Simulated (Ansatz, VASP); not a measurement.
Two plane-wave programs on Be2Al

The input INCAR:

```
ALGO = Normal ; EDIFF = 1E-6
EDIFFG = -0.04 ; ENCUT = 600
GGA = PE ; IBRION = 2
ISIF = 3 ; ISMEAR = 0
IVDW = 12 ; LASPH = True
LCHARG = False ; LREAL = False
LWAVE = False ; NELM = 60
NSW = 90 ; PREC = Accurate
SIGMA = 0.1
```

The input KPOINTS:

```
k-points
0
Gamma
  6 6 4
```

File POSCAR:

```
Be2Al
1.0
    3.5242372600      0.0000000000      0.0000000000
   -1.7621186300      3.0520789900      0.0000000000
    0.0000000000      0.0000000000      3.9070480600
Be Al
2 1
Direct
    0.3333333300      0.6666666700      0.0000000000
    0.6666666700      0.3333333300      0.0000000000
    0.0000000000      0.0000000000      0.1707294200
```

Input for Ansatz:

```yaml
crystal:
  lattice:
    - [3.52423726, 0.0, 0.0]
    - [-1.76211863, 3.05207899, 0.0]
    - [0.0, 0.0, 3.90704806]
  atoms:
    - { symbol: Be, position: [0.33333333, 0.66666667, 0.0] }
    - { symbol: Be, position: [0.66666667, 0.33333333, 0.0] }
    - { symbol: Al, position: [0.0, 0.0, 0.17072942] }
basis:
  ecutwfc: 420
kpoints:
  mp_grid: { grid: [6, 6, 4] }
hamiltonian:
  xc: pbe
  dispersion: d3bj
scf:
  occupations: { method: gaussian, width: 0.1 }
  lower_state_search: "off"
output:
  forces: true
  stress: true
  eigenvalues: true
relax:
  adjacent_minimum: "off"
  f_tol: 0.04
  max_steps: 70
  cell: { stress_tol: 0.4 }
```

Alike in both runs: task relaxation of cell and atoms; functional PBE; dispersion D3(BJ); k mesh 6 × 6 × 4; occupations gaussian, width 0.1 eV; no spin polarisation.

|  | VASP | Ansatz |
| --- | --- | --- |
| version | VASP 6.6.1 | Ansatz 0.2.0 |
| potentials or method | VASP PAW PBE potentials, release 64 (Be, Al), cutoff 600 eV | scalar-relativistic, plane waves, PAW |
| valence electrons in the cell | 7 | 7 |

```csv
,VASP,Ansatz,Ansatz less VASP
"gap on the k mesh at the Fermi level, each at its own relaxed structure (eV)",none,none,-
relaxed volume (Å³/atom),10.52,10.51,-0.008
relaxed cell length with the largest relative difference (Å),3.622,3.620,-0.0015
```

A gap of «none» marks a metal or a gap that the smearing closes.

The k mesh is coarse, so the values compare programs but aren't converged. Noted on VASP's run: the volume moved by over 15 % at a fixed basis, so the end points are rough.
